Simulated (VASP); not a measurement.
Input of a VASP 6.6.1 run:

INCAR

```
  ALGO = Fast
  EDIFF = 1E-6
  ENCUT = 520
  GGA = PE
  ISIF = 2
  ISMEAR = 0
  LASPH = True
  LCHARG = True
  LELF = True
  LREAL = False
  LVHAR = True
  LWAVE = False
  NBANDS = 16
  NELM = 100
  PREC = Accurate
  SIGMA = 0.1
```

KPOINTS

```
k-points
0
Gamma
  12 12 8
```

POSCAR

```
RbSr
1.0
    4.3711854340      0.0000000000      0.0000000000
   -2.1855927170      3.7855576305      0.0000000000
    0.0000000000      0.0000000000      8.6200874092
Rb Sr
1 1
Direct
    0.0000000000      0.0000000000      0.0000000000
    0.0000000000      0.0000000000      0.5000000000
```

Potentials or basis: VASP PAW PBE potentials, release 64 (Rb_sv, Sr_sv).

Command:

```bash
$ cat potpaw_PBE.64/Rb_sv/POTCAR potpaw_PBE.64/Sr_sv/POTCAR > POTCAR
$ mpirun -np 1 vasp_std > vasp.out
```

Problem. Predict the pressure.

Solution. 0.0 GPa.

Problem. Estimate the band gap on the k mesh.

Solution. Zero (an odd number of electrons rules out a gap without spin polarisation).
